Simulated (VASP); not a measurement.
# Ca (Fm-3m) in VASP: a series of runs

Runs on Ca. Level: r2SCAN. Tasks: single point, relaxation of cell and atoms.

All numbers are computed with VASP 6.6.1; they aren't measurements. Logs are shortened: lines on timing, memory, paths and dates and some standing lists are left out, and cuts for length are marked.

## Step 1: The cell of the first run

The structure is cubic, space group Fm-3m (No. 225). The conventional cell has a = 5.569 Å, b = 5.569 Å, c = 5.569 Å, α = 90.00°, β = 90.00°, γ = 90.00°. Ca (site symmetry m-3m) has 12 Ca at 3.94 Å within 5.2 Å.

## Step 2: Single point, r2SCAN

Contents of POSCAR:

```
Ca
1.0
    0.0000000000      2.7846671484      2.7846671484
    2.7846671484      0.0000000000      2.7846671484
    2.7846671484      2.7846671484      0.0000000000
Ca
1
Direct
    0.0000000000      0.0000000000      0.0000000000
```

Contents of INCAR.step1:

```
  PREC = Accurate
  ENCUT = 520
  ISMEAR = -1
  SIGMA = 0.15
  LREAL = False
  LASPH = True
  NELM = 100
  NBANDS = 11
  GGA = PE
  ALGO = Normal
  EDIFF = 1E-4
  LWAVE = True
  LCHARG = False
```

Contents of INCAR.step2:

```
  PREC = Accurate
  ENCUT = 520
  EDIFF = 1E-6
  ISMEAR = -1
  SIGMA = 0.15
  LREAL = False
  LASPH = True
  NELM = 100
  ALGO = Normal
  ISIF = 2
  LWAVE = False
  LCHARG = False
  METAGGA = R2SCAN
  LMIXTAU = True
  NBANDS = 11
  ISTART = 1
```

Contents of KPOINTS:

```
regular mesh
0
Gamma
  16 16 16
```

Potentials or basis: VASP PAW PBE potentials, release 64 (Ca_sv).

Launch:

```console
$ cat potpaw_PBE.64/Ca_sv/POTCAR > POTCAR
$ cp INCAR.step1 INCAR
$ mpirun -np 1 vasp_std > vasp.out
$ cp INCAR.step2 INCAR
$ mpirun -np 1 vasp_std > vasp.out
```

OUTCAR:

```text
PREC = Accurate
   ENCUT = 520
   EDIFF = 1E-6
   ISMEAR = -1
   LREAL = False
   LASPH = True
   NELM = 100
   ISIF = 2
   METAGGA = R2SCAN
   ISTART = 1

 ion  position               nearest neighbor table
   1  0.000  0.000  0.000-

  LATTYP: Found a face centered cubic cell.
 ALAT       =     5.5693342968

  Lattice vectors:

 A1 = (   0.0000000000,   2.7846671484,   2.7846671484)
 A2 = (   2.7846671484,   0.0000000000,   2.7846671484)
 A3 = (   2.7846671484,   2.7846671484,   0.0000000000)

Analysis of symmetry for initial positions (statically):
=====================================================================
 Subroutine PRICEL returns:
 Original cell was already a primitive cell.

 Routine SETGRP: Setting up the symmetry group for a
 face centered cubic supercell.

 Subroutine GETGRP returns: Found 48 space group operations
 (whereof 48 operations were pure point group operations)
 out of a pool of 48 trial point group operations.

The static configuration has the point symmetry O_h .

Analysis of symmetry for dynamics (positions and initial velocities):
=====================================================================
 Subroutine PRICEL returns:
 Original cell was already a primitive cell.

 Routine SETGRP: Setting up the symmetry group for a
 face centered cubic supercell.

 Subroutine GETGRP returns: Found 48 space group operations
 (whereof 48 operations were pure point group operations)
 out of a pool of 48 trial point group operations.

The dynamic configuration has the point symmetry O_h .

 Subroutine INISYM returns: Found 48 space group operations
 (whereof 48 operations are pure point group operations),
 and found     1 'primitive' translations

----------------------------------------------------------------------------------------

                                     Primitive cell

  volume of cell :      43.1867

  direct lattice vectors                    reciprocal lattice vectors
     0.000000000  2.784667148  2.784667148    -0.179554673  0.179554673  0.179554673
     2.784667148  0.000000000  2.784667148     0.179554673 -0.179554673  0.179554673
     2.784667148  2.784667148  0.000000000     0.179554673  0.179554673 -0.179554673

  length of vectors
     3.938114048  3.938114048  3.938114048     0.310997817  0.310997817  0.310997817

[... 81 lines left out ...]
   NSW    =      0    number of steps for IOM
   IBRION =     -1    ionic relax: 0-MD 1-quasi-New 2-CG
   NFREE  =      0    steps in history (QN), initial steepest desc. (CG)
   ISIF   =      2    stress and relaxation
   ISYM   =      2    0-nonsym 1-usesym 2-fastsym
   POTIM  = 0.5000    time-step for ionic-motion
   TEBEG  =    0.0;   TEEND  =   0.0 temperature during run
   PSTRESS=    0.0 pullay stress
   NELECT =      10.0000    total number of electrons
   NUPDOWN=      -1.0000    fix difference up-down
   EMIN   =  10.00;   EMAX   =-10.00  energy-range for DOS
   EFERMI =   0.00;   METHOD = LEGACY
   ISMEAR =    -1;   SIGMA  =   0.15  broadening in eV -4-tet -1-fermi 0-gaus
   EFERMI_NEDOS =   21; number of points for ismear=-14 and -15
   IALGO  =     38    algorithm
   IMIX   =      4    mixing-type and parameters
     AMIX     =   0.40;   BMIX     =  1.00
     AMIX_MAG =   1.60;   BMIX_MAG =  1.00
  volume/ion in A,a.u.               =      43.19       291.44
  Fermi-wavevector in a.u.,A,eV,Ry     =   1.005290  1.899723 13.750168  1.010609
  Thomas-Fermi vector in A             =   2.137960
   LORBIT       =      0    0 simple, 1 ext, 2 COOP (PROOUT), +10 PAW based schemes
   METAGGA = R2SCAN    functional components
   LHFCALC =     F    Hartree Fock is set to
   AEXX    =    0.0000 exact exchange contribution
   IVDW    =     0    specifies the selected vdW correction
   LEPSILON=     F    determine dielectric tensor
   LRPA    =     F    only Hartree local field effects (RPA)
 non-spin polarized calculation
  energy-cutoff  :      520.00
  volume of cell :       43.19
 maximum number of plane-waves:      1211
 NGX is ok and might be reduce to    30
   NGX = 15   NGY = 15   NGZ = 15

 number of electron       9.9999998 magnetization

 Free energy of the ion-electron system (eV)
  ---------------------------------------------------
  ext. energy  EPLUGINS =         0.00000000
  ---------------------------------------------------
  free energy    TOTEN  =        -7.07315402 eV

  energy without entropy =       -6.99338004  energy(sigma->0) =       -7.03326703

 E-fermi :   1.9154     XC(G=0):  -8.1426

 val. band max:        1.9145508500   @ k =  -0.3125   0.3750   0.1250
 cond. band min:       1.9369901783   @ k =  -0.3750   0.3750   0.0625
 fundamental gap:      0.0224393284
 Fermi energy:         1.9153661703

 k-point     1 :       0.0000    0.0000    0.0000
  band No.  band energies     occupation
      1     -41.9073      2.00000
      2     -21.9396      2.00000
      3     -21.9396      2.00000
      4     -21.9395      2.00000
      5      -2.3395      2.00000
      6       4.5909      0.00000
      7       4.5909      0.00000
      8       4.5909      0.00000
      9       5.6974      0.00000
     10       5.6974      0.00000
     11      11.4132      0.00000
[... 309 lines left out ...]
 k-point    24 :      -0.0625    0.0625    0.0000
  band No.  band energies     occupation
      1     -41.9060      2.00000
      2     -21.9521      2.00000
      3     -21.9433      2.00000
      4     -21.9405      2.00000
      5      -2.1548      2.00000
      6       4.3851      0.00000
      7       4.6448      0.00000
      8       4.6670      0.00000
      9       5.5765      0.00000
     10       5.6957      0.00000
     11      11.6082      0.00000

 [... further k-points ...]

------------------------ aborting loop because EDIFF is reached ----------------------------------------

  FORCE on cell =-STRESS in cart. coord.  units (eV):
  Direction    XX          YY          ZZ          XY          YZ          ZX
  --------------------------------------------------------------------------------------
  -------------------------------------------------------------------------------------
  Total        0.0142846      0.0142846      0.0142846     -0.0000000      0.0000000     -0.0000000
  in kB        0.5299441      0.5299441      0.5299441     -0.0000000      0.0000000     -0.0000000
  external PRESSURE =       0.5299441 kB  Pullay stress =       0.0000000 kB

 VOLUME and BASIS-vectors are now :
 -----------------------------------------------------------------------------
  energy-cutoff  :      520.00
  volume of cell :       43.19
      direct lattice vectors                 reciprocal lattice vectors
     0.000000000  2.784667148  2.784667148    -0.179554673  0.179554673  0.179554673
     2.784667148  0.000000000  2.784667148     0.179554673 -0.179554673  0.179554673
     2.784667148  2.784667148  0.000000000     0.179554673  0.179554673 -0.179554673

 POSITION                                       TOTAL-FORCE (eV/Angst)
 -----------------------------------------------------------------------------------
      0.00000      0.00000      0.00000         0.000000      0.000000      0.000000
 -----------------------------------------------------------------------------------
    total drift:                               -0.000000     -0.000000      0.000000

  FREE ENERGIE OF THE ION-ELECTRON SYSTEM (eV)
  ---------------------------------------------------
  free  energy   TOTEN  =        -7.0731540191 eV

  energy  without entropy=       -6.9933800367  energy(sigma->0) =       -7.03326703
```

OUTCAR.step1:

```text
PREC = Accurate
   ENCUT = 520
   ISMEAR = -1
   LREAL = False
   LASPH = True
   NELM = 100
[... 553 lines left out ...]
 POSITION                                       TOTAL-FORCE (eV/Angst)
 -----------------------------------------------------------------------------------
      0.00000      0.00000      0.00000        -0.000000      0.000000     -0.000000
 -----------------------------------------------------------------------------------
    total drift:                               -0.000000     -0.000000      0.000000

  FREE ENERGIE OF THE ION-ELECTRON SYSTEM (eV)
  ---------------------------------------------------
  free  energy   TOTEN  =        -1.9749507630 eV

  energy  without entropy=       -1.8849760707  energy(sigma->0) =       -1.92996342
```

It took 4.4 min on 1 thread of Intel Xeon Platinum 8259CL at 2.50GHz (Skylake/Cascade Lake), shared host; peak memory 0.22 GiB.

Results:

```yaml
Free_energy: -7.0732 eV
Pressure: 0.1 GPa
Band_gap_on_the_k_mesh: zero (bands 5 and 6 overlap by 0.57 eV)
```

Caveat: the PAW data sets were made with another functional, which shifts forces and pressure a little.

## Step 3: Relaxation of cell and atoms, r2SCAN

Contents of POSCAR:

```
Ca
1.0
    0.0000000000      2.7844090198      2.7844090198
    2.7844090198      0.0000000000      2.7844090198
    2.7844090198      2.7844090198      0.0000000000
Ca
1
Direct
    0.0000000000      0.0000000000      0.0000000000
```

Contents of INCAR.step1:

```
SYSTEM = Ca
ALGO     = Normal         ! electronic algorithm
EDIFF    = 1E-4           ! SCF threshold, eV
ENCUT    = 600            ! plane-wave cutoff, eV
GGA      = PE             ! functional
ISMEAR   = -1             ! smearing method
LASPH    = .TRUE.         ! aspherical terms in the spheres
LCHARG   = .FALSE.        ! write CHGCAR
LREAL    = .FALSE.        ! projectors in reciprocal space
LWAVE    = .TRUE.         ! write WAVECAR
NELM     = 60             ! most SCF steps
PREC     = Accurate       ! precision mode
SIGMA    = 0.15           ! smearing width, eV
```

Contents of INCAR.step2:

```
SYSTEM = Ca
ALGO     = Normal         ! electronic algorithm
EDIFF    = 1E-7           ! SCF threshold, eV
EDIFFG   = -0.001         ! ionic threshold
ENCUT    = 600            ! plane-wave cutoff, eV
IBRION   = 2              ! ionic algorithm
ISIF     = 3              ! what is computed and relaxed
ISMEAR   = -1             ! smearing method
ISTART   = 1            
LASPH    = .TRUE.         ! aspherical terms in the spheres
LCHARG   = .FALSE.        ! write CHGCAR
LMIXTAU  = .TRUE.       
LREAL    = .FALSE.        ! projectors in reciprocal space
LWAVE    = .FALSE.        ! write WAVECAR
METAGGA  = R2SCAN         ! meta-GGA
NELM     = 60             ! most SCF steps
NSW      = 80             ! ionic steps
PREC     = Accurate       ! precision mode
SIGMA    = 0.15           ! smearing width, eV
```

Contents of KPOINTS:

```
k-points
0
G
  16 16 16
  0 0 0
```

Potentials or basis: VASP PAW PBE potentials, release 64 (Ca_sv).

Launch:

```console
$ cat potpaw_PBE.64/Ca_sv/POTCAR > POTCAR
$ cp INCAR.step1 INCAR
$ mpirun -np 1 vasp_std > vasp.out
$ cp INCAR.step2 INCAR
$ mpirun -np 1 vasp_std > vasp.out
```

OUTCAR:

```text
SYSTEM = Ca
   EDIFF = 1E-7
   EDIFFG = -0.001
   ENCUT = 600
   IBRION = 2
   ISIF = 3
   ISMEAR = -1
   ISTART = 1
   LASPH = .TRUE.
   LREAL = .FALSE.
   METAGGA = R2SCAN
   NELM = 60
   NSW = 80
   PREC = Accurate

 ion  position               nearest neighbor table
   1  0.000  0.000  0.000-

  LATTYP: Found a face centered cubic cell.
 ALAT       =     5.5688180396

  Lattice vectors:

 A1 = (   0.0000000000,   2.7844090198,   2.7844090198)
 A2 = (   2.7844090198,   0.0000000000,   2.7844090198)
 A3 = (   2.7844090198,   2.7844090198,   0.0000000000)

Analysis of symmetry for initial positions (statically):
=====================================================================
 Subroutine PRICEL returns:
[... 254 lines left out ...]
 Fermi energy:         1.8973527941

 k-point     1 :       0.0000    0.0000    0.0000
  band No.  band energies     occupation
      1     -41.9356      2.00000
      2     -21.9684      2.00000
      3     -21.9684      2.00000
      4     -21.9684      2.00000
      5      -2.3507      2.00000
      6       4.5669      0.00000
      7       4.5669      0.00000
      8       4.5669      0.00000
      9       5.6680      0.00000
[... 265 lines left out ...]
 k-point    24 :      -0.0625    0.0625    0.0000
  band No.  band energies     occupation
      1     -41.9343      2.00000
      2     -21.9808      2.00000
      3     -21.9721      2.00000
      4     -21.9694      2.00000
      5      -2.1665      2.00000
      6       4.3621      0.00000
      7       4.6205      0.00000
      8       4.6426      0.00000
      9       5.5480      0.00000

 [... further k-points ...]

------------------------ aborting loop because EDIFF is reached ----------------------------------------

  FORCE on cell =-STRESS in cart. coord.  units (eV):
  Direction    XX          YY          ZZ          XY          YZ          ZX
  --------------------------------------------------------------------------------------
  -------------------------------------------------------------------------------------
  Total       -0.0000199     -0.0000199     -0.0000199      0.0000000      0.0000000      0.0000000
  in kB       -0.0007354     -0.0007354     -0.0007354      0.0000000      0.0000000      0.0000000
  external PRESSURE =      -0.0007354 kB  Pullay stress =       0.0000000 kB
[... 16 lines left out ...]
  FREE ENERGIE OF THE ION-ELECTRON SYSTEM (eV)
  ---------------------------------------------------
  free  energy   TOTEN  =        -7.0746749137 eV

  energy  without entropy=       -6.9948229350  energy(sigma->0) =       -7.03474892

 reached required accuracy - stopping structural energy minimisation
```

OUTCAR.step1:

```text
SYSTEM = Ca
   EDIFF = 1E-4
   ENCUT = 600
   GGA = PE
   ISMEAR = -1
   LASPH = .TRUE.
   LREAL = .FALSE.
[... 503 lines left out ...]
 -----------------------------------------------------------------------------------
      0.00000      0.00000      0.00000        -0.000000      0.000000     -0.000000
 -----------------------------------------------------------------------------------
    total drift:                                0.000000      0.000000      0.000000

  FREE ENERGIE OF THE ION-ELECTRON SYSTEM (eV)
  ---------------------------------------------------
  free  energy   TOTEN  =        -1.9749499205 eV

  energy  without entropy=       -1.8849597896  energy(sigma->0) =       -1.92995486
```

It took 7.5 min on 1 thread of Intel Xeon Platinum 8259CL at 2.50GHz (Skylake/Cascade Lake), shared host; peak memory 0.24 GiB.

Results:

* Free energy: -7.0747 eV
* Relaxed volume: 43.38 Å³/atom
* Relaxed cell: a = 3.944 Å, b = 3.944 Å, c = 3.944 Å, α = 60.00°, β = 60.00°, γ = 60.00°
* Space group after relaxing (to 0.1 Å): Fm-3m (No. 225)
* Energy gained by relaxing: 0.1 meV/atom
* Ionic steps: 3
* Pressure after relaxing: 0.0 GPa
* Band gap on the k mesh: zero (bands 5 and 6 overlap by 0.58 eV)

Final structure:
```
CELL_PARAMETERS angstrom
0.00000 2.78886 2.78886
2.78886 0.00000 2.78886
2.78886 2.78886 0.00000
ATOMIC_POSITIONS crystal
Ca 0.00000 0.00000 0.00000
```

Caveat: the PAW data sets were made with another functional, which shifts forces and pressure a little. Zero-point motion and thermal expansion aren't in these numbers.

## Step 4: Single point, r2SCAN

Contents of POSCAR:

```
Ca
1.0
    0.0000000000      2.7844090201      2.7844090201
    2.7844090201      0.0000000000      2.7844090201
    2.7844090201      2.7844090201      0.0000000000
Ca
1
Direct
    0.0000000000      0.0000000000      0.0000000000
```

Contents of INCAR.step1:

```
SYSTEM = Ca
PREC = Accurate
ENCUT = 520
ISMEAR = 0
SIGMA = 0.1
LREAL = .False.
LASPH = .True.
NELM = 60
NBANDS = 11
GGA = PE
ALGO = Normal
EDIFF = 1E-4
LWAVE = .True.
LCHARG = .False.
```

Contents of INCAR.step2:

```
SYSTEM = Ca
PREC = Accurate
ENCUT = 520
EDIFF = 1E-6
ISMEAR = 0
SIGMA = 0.1
LREAL = .False.
LASPH = .True.
NELM = 60
ALGO = Normal
ISIF = 2
LWAVE = .False.
LCHARG = .False.
METAGGA = R2SCAN
LMIXTAU = .True.
NBANDS = 11
ISTART = 1
```

Contents of KPOINTS:

```
regular mesh
0
Gamma
  14 14 14
  0 0 0
```

Launch:

```console
$ cat potpaw_PBE.64/Ca_sv/POTCAR > POTCAR
$ cp INCAR.step1 INCAR
$ mpirun -np 1 vasp_std > vasp.out
$ cp INCAR.step2 INCAR
$ mpirun -np 1 vasp_std > vasp.out
```

It took 82 s on 1 thread of Intel Xeon 6975P-C (Granite Rapids), shared host; peak memory 0.2 GiB.

Results (log left out):

```
Free energy            : -7.0352 eV
Pressure               : 0.0 GPa
Band gap on the k mesh : zero (bands 5 and 6 overlap by 0.52 eV)
```

Levels at points of the mesh, in eV from the Fermi level:
| k point | band 3 | band 4 | band 5 | band 6 | band 7 | band 8 |
| --- | --- | --- | --- | --- | --- | --- |
| (0.00, 0.00, 0.00) | -23.86 | -23.86 | -4.24 | 2.68 | 2.68 | 2.68 |
| (0.50, 0.00, 0.00) | -23.88 | -23.87 | -0.93 | -0.29 | 2.54 | 2.54 |
| (0.50, 0.50, 0.00) | -23.91 | -23.91 | -0.38 | 0.78 | 0.91 | 4.47 |

Caveat: the PAW data sets were made with another functional, which shifts forces and pressure a little.

[end of part 1 of 2]

The gap in the log of VASP goes by the Fermi energy; the results here count the filled bands.